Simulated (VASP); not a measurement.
# Cu3B (P-6m2) in VASP: a series of runs

The runs below take Cu3B through single point, with PBE.

Program: VASP 6.6.1. These are calculated values, not measurements. Logs are shortened: lines on timing, memory, paths and dates and some standing lists are left out, and cuts for length are marked.

## Step 1: The cell of the first run

The structure is hexagonal, space group P-6m2 (No. 187). The conventional cell has a = 2.596 Å, b = 2.596 Å, c = 7.263 Å, α = 90.00°, β = 90.00°, γ = 120.00°. Within 3.4 Å of Cu (site symmetry -6m2) lie 12 Cu at 2.60 to 2.61 Å. Within 2.8 Å of Cu (site symmetry 3m) lie 3 B at 2.12 Å and 9 Cu at 2.60 to 2.61 Å. B (site symmetry -6m2) has 6 Cu at 2.12 Å and 6 B at 2.60 Å within 2.8 Å.

## Step 2: Single point, PBE

Input file INCAR:

```
SYSTEM = Cu3B
ALGO = Fast
EDIFF = 1E-6
ENCUT = 520
GGA = PE
ISIF = 2
ISMEAR = 0
LASPH = .TRUE.
LCHARG = .FALSE.
LREAL = .FALSE.
LWAVE = .FALSE.
NBANDS = 26
NELM = 100
PREC = Accurate
SIGMA = 0.1
```

Input file KPOINTS:

```
k-points
0
G
  18 18 6
  0 0 0
```

Input file POSCAR:

```
Cu3B
1.0
    2.5961459584      0.0000000000      0.0000000000
   -1.2980729792      2.2483283519      0.0000000000
    0.0000000000      0.0000000000      7.2634963278
Cu B
3 1
Direct
    0.6666666667      0.3333333333      0.5000000000
    0.3333333333      0.6666666667      0.2064429634
    0.3333333333      0.6666666667      0.7935570366
    0.6666666667      0.3333333333      0.0000000000
```

Potentials or basis: VASP PAW PBE potentials, release 64 (Cu, B).

Started as:

```
cat potpaw_PBE.64/Cu/POTCAR potpaw_PBE.64/B/POTCAR > POTCAR
mpirun -np 1 vasp_std > vasp.out
```

OUTCAR:

```text
SYSTEM = Cu3B
   EDIFF = 1E-6
   ENCUT = 520
   GGA = PE
   ISIF = 2
   ISMEAR = 0
   LASPH = .TRUE.
   LREAL = .FALSE.
   NELM = 100
   PREC = Accurate

 ion  position               nearest neighbor table
   1  0.667  0.333  0.500-   2 2.61   3 2.61   2 2.61   3 2.61   2 2.61   3 2.61
   2  0.333  0.667  0.206-   4 2.12   4 2.12   4 2.12   1 2.61   1 2.61   1 2.61
   3  0.333  0.667  0.794-   4 2.12   4 2.12   4 2.12   1 2.61   1 2.61   1 2.61
   4  0.667  0.333  0.000-   2 2.12   3 2.12   2 2.12   3 2.12   2 2.12   3 2.12

  LATTYP: Found a hexagonal cell.
 ALAT       =     2.5961459584
 C/A-ratio  =     2.7977996785

  Lattice vectors:

 A1 = (   2.5961459584,   0.0000000000,   0.0000000000)
 A2 = (  -1.2980729792,   2.2483283519,   0.0000000000)
 A3 = (   0.0000000000,   0.0000000000,   7.2634963278)

Analysis of symmetry for initial positions (statically):
=====================================================================
 Subroutine PRICEL returns:
 Original cell was already a primitive cell.

 Routine SETGRP: Setting up the symmetry group for a
 hexagonal supercell.

 Subroutine GETGRP returns: Found 12 space group operations
 (whereof 12 operations were pure point group operations)
 out of a pool of 24 trial point group operations.

The static configuration has the point symmetry D_3h.

Analysis of symmetry for dynamics (positions and initial velocities):
=====================================================================
 Subroutine PRICEL returns:
 Original cell was already a primitive cell.

 Routine SETGRP: Setting up the symmetry group for a
 hexagonal supercell.

 Subroutine GETGRP returns: Found 12 space group operations
 (whereof 12 operations were pure point group operations)
 out of a pool of 24 trial point group operations.

The dynamic configuration has the point symmetry D_3h.

 Subroutine INISYM returns: Found 12 space group operations
 (whereof 12 operations are pure point group operations),
 and found     1 'primitive' translations

----------------------------------------------------------------------------------------

                                     Primitive cell

  volume of cell :      42.3969

  direct lattice vectors                    reciprocal lattice vectors
     2.596145958  0.000000000  0.000000000     0.385186355  0.222387446  0.000000000
    -1.298072979  2.248328352  0.000000000     0.000000000  0.444774892  0.000000000
     0.000000000  0.000000000  7.263496328     0.000000000  0.000000000  0.137674744

  length of vectors
     2.596145958  2.596145958  7.263496328     0.444774892  0.444774892  0.137674744

  position of ions in fractional coordinates (direct lattice)
     0.666666667  0.333333333  0.500000000
     0.333333333  0.666666667  0.206442963
     0.333333333  0.666666667  0.793557037
     0.666666667  0.333333333  0.000000000

  ion indices of the primitive-cell ions
   primitive index   ion index
                 1           1
                 2           2
                 3           3
                 4           4

----------------------------------------------------------------------------------------

 KPOINTS: k-points

Automatic generation of k-mesh.
 Grid dimensions read from file:
 generate k-points for:   18   18    6

 Generating k-lattice:

  Cartesian coordinates                     Fractional coordinates (reciprocal lattice)
     0.021399242  0.012354858  0.000000000     0.055555556  0.000000000  0.000000000
     0.000000000  0.024709716  0.000000000     0.000000000  0.055555556  0.000000000
     0.000000000  0.000000000  0.022945791     0.000000000  0.000000000  0.166666667

  Length of vectors
     0.024709716  0.024709716  0.022945791

  Shift w.r.t. Gamma in fractional coordinates (k-lattice)
     0.000000000  0.000000000  0.000000000

 Subroutine IBZKPT returns following result:
 ===========================================

 Found    148 irreducible k-points:

 Following reciprocal coordinates:
            Coordinates               Weight
  0.000000  0.000000  0.000000      1.000000
  0.055556  0.000000  0.000000      6.000000
  0.111111  0.000000  0.000000      6.000000
  0.166667  0.000000  0.000000      6.000000
  0.222222  0.000000  0.000000      6.000000
  0.277778  0.000000  0.000000      6.000000
[... 16 lines left out ...]
  0.333333  0.111111  0.000000     12.000000
  0.388889  0.111111  0.000000     12.000000
 [... further k-points ...]
   k-points           NKPTS =    148   k-points in BZ     NKDIM =    148   number of bands    NBANDS=     26
   number of dos      NEDOS =    301   number of ions     NIONS =      4
   total plane-waves  NPLWV =  21600
   dimension x,y,z NGX =    20 NGY =   20 NGZ =   54
   dimension x,y,z NGXF=    40 NGYF=   40 NGZF=  108
   ions per type =               3   1
   NGX,Y,Z   is equivalent  to a cutoff of  12.81, 12.81, 12.36 a.u.
   NGXF,Y,Z  is equivalent  to a cutoff of  25.61, 25.61, 24.72 a.u.
 SYSTEM =  Cu3B
   PREC   = accura    normal or accurate (medium, high low for compatibility)
   ISTART =      0    job   : 0-new  1-cont  2-samecut
   ICHARG =      2    charge: 1-file 2-atom 10-const
   ISPIN  =      1    spin polarized calculation?
   LNONCOLLINEAR =      F non collinear calculations
   LSORBIT =      F    spin-orbit coupling
   LASPH  =      T    aspherical Exc in radial PAW
   ENCUT  =  520.0 eV  38.22 Ry    6.18 a.u.   4.83  4.83 13.51*2*pi/ulx,y,z
   NELM   =    100;   NELMIN=  2; NELMDL= -5     # of ELM steps
   EDIFF  = 0.1E-05   stopping-criterion for ELM
   LREAL  =      F    real-space projection
   EDIFFG = 0.1E-04   stopping-criterion for IOM
   NSW    =      0    number of steps for IOM
   IBRION =     -1    ionic relax: 0-MD 1-quasi-New 2-CG
   NFREE  =      0    steps in history (QN), initial steepest desc. (CG)
   ISIF   =      2    stress and relaxation
   ISYM   =      2    0-nonsym 1-usesym 2-fastsym
   POTIM  = 0.5000    time-step for ionic-motion
   TEBEG  =    0.0;   TEEND  =   0.0 temperature during run
   PSTRESS=    0.0 pullay stress
   NELECT =      36.0000    total number of electrons
   NUPDOWN=      -1.0000    fix difference up-down
   EMIN   =  10.00;   EMAX   =-10.00  energy-range for DOS
   EFERMI =   0.00;   METHOD = LEGACY
   ISMEAR =     0;   SIGMA  =   0.10  broadening in eV -4-tet -1-fermi 0-gaus
   EFERMI_NEDOS =   21; number of points for ismear=-14 and -15
   IALGO  =     68    algorithm
   IMIX   =      4    mixing-type and parameters
     AMIX     =   0.40;   BMIX     =  1.00
     AMIX_MAG =   1.60;   BMIX_MAG =  1.00
  volume/ion in A,a.u.               =      10.60        71.53
  Fermi-wavevector in a.u.,A,eV,Ry     =   1.550235  2.929519 32.697900  2.403228
  Thomas-Fermi vector in A             =   2.654927
   LORBIT       =      0    0 simple, 1 ext, 2 COOP (PROOUT), +10 PAW based schemes
   GGA     = PE    functional components
   LHFCALC =     F    Hartree Fock is set to
   AEXX    =    0.0000 exact exchange contribution
   IVDW    =     0    specifies the selected vdW correction
   LEPSILON=     F    determine dielectric tensor
   LRPA    =     F    only Hartree local field effects (RPA)
 non-spin polarized calculation
 RMM-DIIS sequential band-by-band and
 Gauss-broadening in eV      SIGMA  =   0.10
  energy-cutoff  :      520.00
  volume of cell :       42.40
 maximum number of plane-waves:      1156
 NGX is ok and might be reduce to    20
   NGX =  9   NGY =  9   NGZ = 27

 number of electron      36.0000022 magnetization

 Free energy of the ion-electron system (eV)
  ---------------------------------------------------
  ext. energy  EPLUGINS =         0.00000000
  ---------------------------------------------------
  free energy    TOTEN  =       -16.67752759 eV

  energy without entropy =      -16.67275139  energy(sigma->0) =      -16.67513949

 E-fermi :   7.8243     XC(G=0): -12.6582

 val. band max:        7.8163101284   @ k =   0.2778   0.2222   0.3333
 cond. band min:       7.8343435050   @ k =   0.2222   0.2222   0.3333
 fundamental gap:      0.0180333765
 Fermi energy:         7.8242530302

 k-point     1 :       0.0000    0.0000    0.0000
  band No.  band energies     occupation
      1      -4.4503      2.00000
      2      -0.3438      2.00000
      3       0.1651      2.00000
      4       2.6567      2.00000
      5       3.9602      2.00000
      6       3.9602      2.00000
[... 18 lines left out ...]
     25      25.9573      0.00000
     26      26.5321      0.00000

 k-point     2 :       0.0556    0.0000    0.0000
  band No.  band energies     occupation
      1      -4.3716      2.00000
      2      -0.2537      2.00000
      3       0.2447      2.00000
      4       2.6939      2.00000
      5       3.9304      2.00000
      6       3.9893      2.00000
[... 18 lines left out ...]
     25      25.4174      0.00000
     26      26.2769      0.00000

 k-point     3 :       0.1111    0.0000    0.0000
  band No.  band energies     occupation
      1      -4.1370      2.00000
      2       0.0120      2.00000
      3       0.4780      2.00000
      4       2.7976      2.00000
      5       3.8462      2.00000
      6       3.9254      2.00000
[... 18 lines left out ...]
     25      24.9912      0.00000
     26      25.3998      0.00000

 k-point     4 :       0.1667    0.0000    0.0000
  band No.  band energies     occupation
      1      -3.7519      2.00000
      2       0.4363      2.00000
      3       0.8448      2.00000
      4       2.9406      2.00000
      5       3.7272      2.00000
      6       3.7595      2.00000
[... 18 lines left out ...]
     25      23.6969      0.00000
     26      23.7566      0.00000
[... 496 lines left out ...]
      1      -1.6078      2.00000
      2       2.1496      2.00000
      3       2.1712      2.00000
      4       3.0393      2.00000
      5       3.3222      2.00000
      6       3.5020      2.00000
[... 18 lines left out ...]
     25      20.0114      0.00000
     26      20.1511      0.00000

 k-point    23 :       0.3333    0.1111    0.0000
  band No.  band energies     occupation
      1      -0.7875      2.00000
      2       2.0325      2.00000
      3       2.3302      2.00000
      4       3.0672      2.00000
      5       3.3390      2.00000
      6       3.4706      2.00000
[... 18 lines left out ...]
     25      19.5175      0.00000
     26      19.6004      0.00000

 k-point    24 :       0.3889    0.1111    0.0000
  band No.  band energies     occupation
      1       0.0439      2.00000
      2       1.6105      2.00000
      3       2.3545      2.00000
      4       3.1153      2.00000
      5       3.3249      2.00000
      6       3.4430      2.00000
[... 18 lines left out ...]
     25      19.1402      0.00000
     26      19.1627      0.00000

 [... further k-points ...]

------------------------ aborting loop because EDIFF is reached ----------------------------------------

  FORCE on cell =-STRESS in cart. coord.  units (eV):
  Direction    XX          YY          ZZ          XY          YZ          ZX
  --------------------------------------------------------------------------------------
  -------------------------------------------------------------------------------------
  Total        0.1084289      0.1084289      0.1892096      0.0000000      0.0000000      0.0000000
  in kB        4.0975201      4.0975201      7.1502170      0.0000000      0.0000000      0.0000000
  external PRESSURE =       5.1150857 kB  Pullay stress =       0.0000000 kB

 VOLUME and BASIS-vectors are now :
 -----------------------------------------------------------------------------
  energy-cutoff  :      520.00
  volume of cell :       42.40
      direct lattice vectors                 reciprocal lattice vectors
     2.596145958  0.000000000  0.000000000     0.385186355  0.222387446  0.000000000
    -1.298072979  2.248328352  0.000000000     0.000000000  0.444774892  0.000000000
     0.000000000  0.000000000  7.263496328     0.000000000  0.000000000  0.137674744

 POSITION                                       TOTAL-FORCE (eV/Angst)
 -----------------------------------------------------------------------------------
      1.29807      0.74944      3.63175         0.000000      0.000000      0.000000
     -0.00000      1.49889      1.49950         0.000000     -0.000000      0.033408
     -0.00000      1.49889      5.76400         0.000000     -0.000000     -0.033408
      1.29807      0.74944      0.00000        -0.000000      0.000000      0.000000
 -----------------------------------------------------------------------------------
    total drift:                               -0.000001      0.000001     -0.000000

  FREE ENERGIE OF THE ION-ELECTRON SYSTEM (eV)
  ---------------------------------------------------
  free  energy   TOTEN  =       -16.6775275950 eV

  energy  without entropy=      -16.6727513864  energy(sigma->0) =      -16.67513949
```

Run time: 2.2 min. Hardware: 1 thread of Intel Xeon Platinum 8488C (Sapphire Rapids), shared host; peak memory 0.25 GiB.

Results:

- Free energy: -16.6775 eV
- Pressure: 0.5 GPa
- Largest force: 0.033 eV/Å
- Band gap on the k mesh: zero (band 18 reaches 8.47 eV, above the bottom of band 19 at 5.82 eV)

Forces in eV/Å, atoms in the order of the input:
```
Cu   0.000  0.000  0.000
Cu   0.000  0.000  0.033
Cu   0.000  0.000 -0.033
B    0.000  0.000  0.000
```

Stress tensor (GPa, compression positive):
```
0.41 0.00 0.00
0.00 0.41 0.00
0.00 0.00 0.72
```

## Step 3: Single point, PBE

Input file INCAR:

```
SYSTEM = Cu3B
  PREC = Accurate
  ENCUT = 520
  EDIFF = 1E-6
  ISMEAR = 0
  SIGMA = 0.1
  LREAL = .False.
  LASPH = .True.
  NELM = 100
  ALGO = Fast
  ISIF = 2
  LWAVE = .False.
  LCHARG = .True.
  GGA = PE
  LELF = .True.
  LVHAR = .True.
  NBANDS = 26
```

Input file KPOINTS:

```
regular mesh
0
Gamma
  18 18 6
  0 0 0
```

Input file POSCAR:

```
Cu3B
1.0
    2.5962723504      0.0000000000      0.0000000000
   -1.2981361752      2.2484378106      0.0000000000
    0.0000000000      0.0000000000      7.2638545739
Cu B
3 1
Direct
    0.6666666667      0.3333333333      0.5000000000
    0.3333333333      0.6666666667      0.2064516395
    0.3333333333      0.6666666667      0.7935483605
    0.6666666667      0.3333333333      0.0000000000
```

Potentials or basis: VASP PAW PBE potentials, release 64 (Cu, B).

Started as:

```
cat potpaw_PBE.64/Cu/POTCAR potpaw_PBE.64/B/POTCAR > POTCAR
mpirun -np 1 vasp_std > vasp.out
```

Wall time 2.6 min (1 thread of Intel Xeon Platinum 8488C (Sapphire Rapids), shared host); peak memory 0.25 GiB.

Results (log left out):

* Free energy: -16.6776 eV
* Pressure: 0.5 GPa
* Largest force: 0.032 eV/Å
* Band gap on the k mesh: zero (band 18 reaches 8.47 eV, above the bottom of band 19 at 5.82 eV)

Forces on the atoms (eV/Å):
```
Cu   0.000  0.000  0.000
Cu   0.000  0.000  0.032
Cu   0.000  0.000 -0.032
B    0.000  0.000  0.000
```

Stress tensor (GPa, compression positive):
```
0.38 0.00 0.00
0.00 0.38 0.00
0.00 0.00 0.68
```

Levels at points of the mesh, in eV from the Fermi level:
```tsv
k point	band 16	band 17	band 18	band 19	band 20	band 21
(0.00, 0.00, 0.00)	-2.70	-1.99	-1.99	-0.90	4.59	7.05
(0.50, 0.00, 0.00)	-1.59	-1.45	-1.15	0.38	3.38	3.80
(0.00, 0.00, 0.50)	-2.66	-2.48	-2.00	-2.00	6.92	7.05
(0.50, 0.00, 0.50)	-1.59	-1.58	-1.08	0.54	4.32	4.40
```

(Part 1 of 2 ends here.)
